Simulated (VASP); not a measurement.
# AlN (Cmmm) in VASP: further runs

The runs below take AlN through single point, relaxation of cell and atoms, with PBE.

All numbers are computed with VASP 6.6.1; they aren't measurements. Logs are shortened: lines on timing, memory, paths and dates and some standing lists are left out, and cuts for length are marked.

### Step 1. The cell of the first run

The structure is orthorhombic, space group Cmmm (No. 65). The conventional cell has a = 5.929 Å, b = 9.329 Å, c = 2.950 Å, α = 90.00°, β = 90.00°, γ = 90.00°. Al (site symmetry mmm) has 2 N at 1.73 Å within 2.3 Å. Within 2.6 Å of Al (site symmetry mmm) lie 4 N at 1.92 Å. Within 2.3 Å of N (site symmetry 2mm) lie 3 Al at 1.73 to 1.92 Å.

### Step 2. Single point, PBE

INCAR reads:

```
PREC     = Accurate       # precision mode
ENCUT    = 520            # plane-wave cutoff, eV
EDIFF    = 1E-6           # SCF threshold, eV
ISMEAR   = 0              # smearing method
SIGMA    = 0.1            # smearing width, eV
LREAL    = F              # projectors in reciprocal space
LASPH    = T              # aspherical terms in the spheres
NELM     = 100            # most SCF steps
ALGO     = Normal         # electronic algorithm
ISIF     = 2              # what is computed and relaxed
LWAVE    = F              # write WAVECAR
LCHARG   = T              # write CHGCAR
GGA      = PE             # functional
LELF     = T              # ELF
LVHAR    = T            
NBANDS   = 16             # bands
```

KPOINTS reads:

```
Automatic mesh
0
Gamma
  10 10 16
```

POSCAR reads:

```
AlN
1.0
    2.9643600650     -4.6647099001      0.0000000000
    2.9643600650      4.6647099001      0.0000000000
    0.0000000000      0.0000000000      2.9503421603
Al N
2 2
Direct
    0.0000000000      0.0000000000      0.0000000000
    0.5000000000      0.5000000000      0.5000000000
    0.7084700192      0.7084700192      0.0000000000
    0.2915299808      0.2915299808      0.0000000000
```

Potentials or basis: VASP PAW PBE potentials, release 64 (Al, N).

Command:

```
> cat potpaw_PBE.64/Al/POTCAR potpaw_PBE.64/N/POTCAR > POTCAR
> mpirun -np 1 vasp_std > vasp.out
```

OUTCAR:

```text
PREC = Accurate
   ENCUT = 520
   EDIFF = 1E-6
   ISMEAR = 0
   LREAL = F
   LASPH = T
   NELM = 100
   ISIF = 2
   GGA = PE

 ion  position               nearest neighbor table
   1  0.000  0.000  0.000-   3 1.73   4 1.73   2 3.31   2 3.31   2 3.31   2 3.31
   2  0.500  0.500  0.500-   3 1.92   4 1.92   3 1.92   4 1.92   1 3.31   1 3.31   1 3.31   1 3.31

   3  0.708  0.708  0.000-   1 1.73   2 1.92   2 1.92
   4  0.292  0.292  0.000-   1 1.73   2 1.92   2 1.92

  LATTYP: Found a base centered orthorhombic cell.
 ALAT       =     5.9287201300
 B/A-ratio  =     1.5735976055
 C/A-ratio  =     0.4976355935

  Lattice vectors:

 A1 = (   2.9643600650,  -4.6647099001,   0.0000000000)
 A2 = (   2.9643600650,   4.6647099001,   0.0000000000)
 A3 = (   0.0000000000,   0.0000000000,   2.9503421603)

Analysis of symmetry for initial positions (statically):
=====================================================================
 Subroutine PRICEL returns:
 Original cell was already a primitive cell.

 Routine SETGRP: Setting up the symmetry group for a
 base centered orthorhombic supercell.

 Subroutine GETGRP returns: Found  8 space group operations
 (whereof  8 operations were pure point group operations)
 out of a pool of  8 trial point group operations.

The static configuration has the point symmetry D_2h.

Analysis of symmetry for dynamics (positions and initial velocities):
=====================================================================
 Subroutine PRICEL returns:
 Original cell was already a primitive cell.

 Routine SETGRP: Setting up the symmetry group for a
 base centered orthorhombic supercell.

 Subroutine GETGRP returns: Found  8 space group operations
 (whereof  8 operations were pure point group operations)
 out of a pool of  8 trial point group operations.

The dynamic configuration has the point symmetry D_2h.

 Subroutine INISYM returns: Found  8 space group operations
 (whereof  8 operations are pure point group operations),
 and found     1 'primitive' translations

----------------------------------------------------------------------------------------

                                     Primitive cell

  volume of cell :      81.5940

  direct lattice vectors                    reciprocal lattice vectors
     2.964360065 -4.664709900  0.000000000     0.168670468 -0.107187802  0.000000000
     2.964360065  4.664709900  0.000000000     0.168670468  0.107187802  0.000000000
     0.000000000  0.000000000  2.950342160     0.000000000  0.000000000  0.338943738

  length of vectors
     5.526929441  5.526929441  2.950342160     0.199847321  0.199847321  0.338943738

  position of ions in fractional coordinates (direct lattice)
     0.000000000  0.000000000  0.000000000
     0.500000000  0.500000000  0.500000000
     0.708470019  0.708470019  0.000000000
     0.291529981  0.291529981  0.000000000

  ion indices of the primitive-cell ions
   primitive index   ion index
                 1           1
                 2           2
                 3           3
                 4           4

----------------------------------------------------------------------------------------

 KPOINTS: Automatic mesh

Automatic generation of k-mesh.
 Grid dimensions read from file:
 generate k-points for:   10   10   16

 Generating k-lattice:

  Cartesian coordinates                     Fractional coordinates (reciprocal lattice)
     0.016867047 -0.010718780  0.000000000     0.100000000  0.000000000  0.000000000
     0.016867047  0.010718780  0.000000000     0.000000000  0.100000000  0.000000000
     0.000000000  0.000000000  0.021183984     0.000000000  0.000000000  0.062500000

  Length of vectors
     0.019984732  0.019984732  0.021183984

  Shift w.r.t. Gamma in fractional coordinates (k-lattice)
     0.000000000  0.000000000  0.000000000

 Subroutine IBZKPT returns following result:
 ===========================================

 Found    279 irreducible k-points:

 Following reciprocal coordinates:
            Coordinates               Weight
  0.000000  0.000000  0.000000      1.000000
  0.100000 -0.000000  0.000000      4.000000
  0.200000 -0.000000  0.000000      4.000000
  0.300000  0.000000  0.000000      4.000000
  0.400000  0.000000  0.000000      4.000000
  0.500000 -0.000000  0.000000      2.000000
[... 16 lines left out ...]
  0.300000  0.300000  0.000000      2.000000
  0.400000  0.300000  0.000000      4.000000
 [... further k-points ...]
   k-points           NKPTS =    279   k-points in BZ     NKDIM =    279   number of bands    NBANDS=     16
   number of dos      NEDOS =    301   number of ions     NIONS =      4
   total plane-waves  NPLWV =  42336
   dimension x,y,z NGX =    42 NGY =   42 NGZ =   24
   dimension x,y,z NGXF=    84 NGYF=   84 NGZF=   48
   ions per type =               2   2
   NGX,Y,Z   is equivalent  to a cutoff of  12.63, 12.63, 13.52 a.u.
   NGXF,Y,Z  is equivalent  to a cutoff of  25.27, 25.27, 27.05 a.u.
 SYSTEM =  unknown system
   PREC   = accura    normal or accurate (medium, high low for compatibility)
   ISTART =      0    job   : 0-new  1-cont  2-samecut
   ICHARG =      2    charge: 1-file 2-atom 10-const
   ISPIN  =      1    spin polarized calculation?
   LNONCOLLINEAR =      F non collinear calculations
   LSORBIT =      F    spin-orbit coupling
   LASPH  =      T    aspherical Exc in radial PAW
   ENCUT  =  520.0 eV  38.22 Ry    6.18 a.u.  10.28 10.28  5.49*2*pi/ulx,y,z
   NELM   =    100;   NELMIN=  2; NELMDL= -5     # of ELM steps
   EDIFF  = 0.1E-05   stopping-criterion for ELM
   LREAL  =      F    real-space projection
   EDIFFG = 0.1E-04   stopping-criterion for IOM
   NSW    =      0    number of steps for IOM
   IBRION =     -1    ionic relax: 0-MD 1-quasi-New 2-CG
   NFREE  =      0    steps in history (QN), initial steepest desc. (CG)
   ISIF   =      2    stress and relaxation
   ISYM   =      2    0-nonsym 1-usesym 2-fastsym
   POTIM  = 0.5000    time-step for ionic-motion
   TEBEG  =    0.0;   TEEND  =   0.0 temperature during run
   PSTRESS=    0.0 pullay stress
   NELECT =      16.0000    total number of electrons
   NUPDOWN=      -1.0000    fix difference up-down
   EMIN   =  10.00;   EMAX   =-10.00  energy-range for DOS
   EFERMI =   0.00;   METHOD = LEGACY
   ISMEAR =     0;   SIGMA  =   0.10  broadening in eV -4-tet -1-fermi 0-gaus
   EFERMI_NEDOS =   21; number of points for ismear=-14 and -15
   IALGO  =     38    algorithm
   IMIX   =      4    mixing-type and parameters
     AMIX     =   0.40;   BMIX     =  1.00
     AMIX_MAG =   1.60;   BMIX_MAG =  1.00
  volume/ion in A,a.u.               =      20.40       137.66
  Fermi-wavevector in a.u.,A,eV,Ry     =   0.951106  1.797329 12.307861  0.904602
  Thomas-Fermi vector in A             =   2.079545
   LORBIT       =      0    0 simple, 1 ext, 2 COOP (PROOUT), +10 PAW based schemes
   GGA     = PE    functional components
   LHFCALC =     F    Hartree Fock is set to
   AEXX    =    0.0000 exact exchange contribution
   IVDW    =     0    specifies the selected vdW correction
   LEPSILON=     F    determine dielectric tensor
   LRPA    =     F    only Hartree local field effects (RPA)
 non-spin polarized calculation
 Gauss-broadening in eV      SIGMA  =   0.10
  energy-cutoff  :      520.00
  volume of cell :       81.59
 maximum number of plane-waves:      2226
 NGX is ok and might be reduce to    42
   NGX = 21   NGY = 21   NGZ = 11

 number of electron      16.0000001 magnetization

 Free energy of the ion-electron system (eV)
  ---------------------------------------------------
  ext. energy  EPLUGINS =         0.00000000
  ---------------------------------------------------
  free energy    TOTEN  =       -24.74475931 eV

  energy without entropy =      -24.74457432  energy(sigma->0) =      -24.74466682

 E-fermi :   1.5819     XC(G=0):  -7.5147

 val. band max:        1.4872961375   @ k =   0.5000   0.5000   0.5000
 cond. band min:       1.5830782701   @ k =   0.0000   0.0000   0.0000
 fundamental gap:      0.0957821326
 Fermi energy:         1.5818844676

 k-point     1 :       0.0000    0.0000    0.0000
  band No.  band energies     occupation
      1     -13.0506      2.00000
      2     -11.4165      2.00000
      3      -5.0144      2.00000
      4      -1.1528      2.00000
      5       0.1301      2.00000
      6       0.3052      2.00000
[... 8 lines left out ...]
     15      10.3361      0.00000
     16      12.4495      0.00000

 k-point     2 :       0.1000   -0.0000    0.0000
  band No.  band energies     occupation
      1     -13.0296      2.00000
      2     -11.4571      2.00000
      3      -4.9207      2.00000
      4      -1.1536      2.00000
      5      -0.1486      2.00000
      6       0.2245      2.00000
[... 8 lines left out ...]
     15      10.6388      0.00000
     16      12.4995      0.00000

 k-point     3 :       0.2000   -0.0000    0.0000
  band No.  band energies     occupation
      1     -12.9699      2.00000
      2     -11.5667      2.00000
      3      -4.6523      2.00000
      4      -1.1592      2.00000
      5      -0.7213      2.00000
      6       0.0278      2.00000
[... 8 lines left out ...]
     15      11.0216      0.00000
     16      12.6404      0.00000

 k-point     4 :       0.3000    0.0000    0.0000
  band No.  band energies     occupation
      1     -12.8831      2.00000
      2     -11.7126      2.00000
      3      -4.2451      2.00000
      4      -1.4361      2.00000
      5      -1.0914      2.00000
      6      -0.1982      2.00000
[... 8 lines left out ...]
     15      11.2972      0.00000
     16      12.8413      0.00000

 k-point     5 :       0.4000    0.0000    0.0000
  band No.  band energies     occupation
      1     -12.7961      2.00000
      2     -11.8457      2.00000
      3      -3.7687      2.00000
      4      -2.0549      2.00000
      5      -1.0798      2.00000
      6      -0.3788      2.00000
[... 8 lines left out ...]
     15      11.3416      0.00000
     16      12.6819      0.00000

 k-point     6 :       0.5000   -0.0000    0.0000
  band No.  band energies     occupation
      1     -12.7564      2.00000
      2     -11.9027      2.00000
      3      -3.4716      2.00000
      4      -2.4038      2.00000
      5      -1.0648      2.00000
      6      -0.4504      2.00000
[... 8 lines left out ...]
     15      11.2423      0.00000
     16      12.5038      0.00000
[... 267 lines left out ...]
 k-point    21 :      -0.3000    0.2000    0.0000
  band No.  band energies     occupation
      1     -13.0174      2.00000
      2     -11.4644      2.00000
      3      -4.9518      2.00000
      4      -1.5324      2.00000
      5      -0.1202      2.00000
      6       0.3813      2.00000
[... 8 lines left out ...]
     15      11.6557      0.00000
     16      12.4717      0.00000

 k-point    22 :      -0.2000    0.2000    0.0000
  band No.  band energies     occupation
      1     -13.0416      2.00000
      2     -11.4218      2.00000
      3      -5.0373      2.00000
      4      -1.4460      2.00000
      5       0.1325      2.00000
      6       0.4110      2.00000
[... 8 lines left out ...]
     15      11.5161      0.00000
     16      12.4279      0.00000

 k-point    23 :       0.3000    0.3000    0.0000
  band No.  band energies     occupation
      1     -12.7878      2.00000
      2     -11.8519      2.00000
      3      -3.8024      2.00000
      4      -2.0038      2.00000
      5      -1.4094      2.00000
      6      -0.0796      2.00000
[... 8 lines left out ...]
     15      11.1992      0.00000
     16      12.4450      0.00000

 k-point    24 :       0.4000    0.3000    0.0000
  band No.  band energies     occupation
      1     -12.8674      2.00000
      2     -11.7236      2.00000
      3      -4.2915      2.00000
      4      -1.5969      2.00000
      5      -1.3431      2.00000
      6       0.1498      2.00000
[... 8 lines left out ...]
     15      11.7624      0.00000
     16      12.3323      0.00000

 [... further k-points ...]

------------------------ aborting loop because EDIFF is reached ----------------------------------------

  FORCE on cell =-STRESS in cart. coord.  units (eV):
  Direction    XX          YY          ZZ          XY          YZ          ZX
  --------------------------------------------------------------------------------------
  -------------------------------------------------------------------------------------
  Total        0.0470691     -0.0013786     -0.0451851     -0.0000000      0.0000000      0.0000000
  in kB        0.9242486     -0.0270707     -0.8872539     -0.0000000      0.0000000      0.0000000
  external PRESSURE =       0.0033080 kB  Pullay stress =       0.0000000 kB

 VOLUME and BASIS-vectors are now :
 -----------------------------------------------------------------------------
  energy-cutoff  :      520.00
  volume of cell :       81.59
      direct lattice vectors                 reciprocal lattice vectors
     2.964360065 -4.664709900  0.000000000     0.168670468 -0.107187802  0.000000000
     2.964360065  4.664709900  0.000000000     0.168670468  0.107187802  0.000000000
     0.000000000  0.000000000  2.950342160     0.000000000  0.000000000  0.338943738

 POSITION                                       TOTAL-FORCE (eV/Angst)
 -----------------------------------------------------------------------------------
      0.00000      0.00000      0.00000        -0.000000      0.000000      0.000000
      2.96436      0.00000      1.47517         0.000000      0.000000      0.000000
      4.20032      0.00000      0.00000        -0.028503      0.000000      0.000000
      1.72840      0.00000      0.00000         0.028503      0.000000      0.000000
 -----------------------------------------------------------------------------------
    total drift:                                0.000000      0.000000      0.000000

  FREE ENERGIE OF THE ION-ELECTRON SYSTEM (eV)
  ---------------------------------------------------
  free  energy   TOTEN  =       -24.7447593076 eV

  energy  without entropy=      -24.7445743227  energy(sigma->0) =      -24.74466682
```

Run time: 3.3 min. Hardware: 1 thread of Intel Xeon Platinum 8488C (Sapphire Rapids), shared host; peak memory 0.41 GiB.

What came out:

```yaml
Free_energy: -24.7448 eV
Pressure: 0.0 GPa
Largest_force: 0.029 eV/Å
Band_gap_on_the_k_mesh: 0.10 eV, indirect (least direct gap 0.32 eV)
```

Forces in eV/Å, atoms in the order of the input:
```
Al   0.000  0.000  0.000
Al   0.000  0.000  0.000
N   -0.029  0.000  0.000
N    0.029  0.000  0.000
```

Stress tensor (GPa, compression positive):
```
 0.09  0.00  0.00
 0.00  0.00  0.00
 0.00  0.00 -0.09
```

Levels at points of the mesh, in eV from the valence-band top:
```tsv
k point	band 4	band 5	band 6	band 7	band 8	band 9	band 10	band 11	band 12	band 13
(0.00, 0.00, 0.00)	-2.64	-1.36	-1.18	-0.93	-0.22	0.10	2.25	4.12	7.28	7.85
(0.50, 0.00, 0.00)	-3.89	-2.55	-1.94	-0.85	-0.32	2.03	3.08	5.05	5.33	7.83
(0.50, 0.50, 0.00)	-3.36	-1.35	-0.92	-0.86	-0.23	0.95	3.37	4.80	5.37	6.45
(0.00, 0.00, 0.50)	-5.05	-3.58	-1.27	-0.95	-0.16	1.10	4.46	5.07	5.62	5.93
(0.50, 0.00, 0.50)	-4.34	-4.07	-2.30	-1.14	-0.57	2.16	4.63	5.21	5.69	6.37
(0.50, 0.50, 0.50)	-5.08	-3.61	-1.63	-0.95	0.00	0.93	3.36	5.39	6.14	7.47
```

A k mesh can miss the band edges.

(Continued in part 2 of 2.)
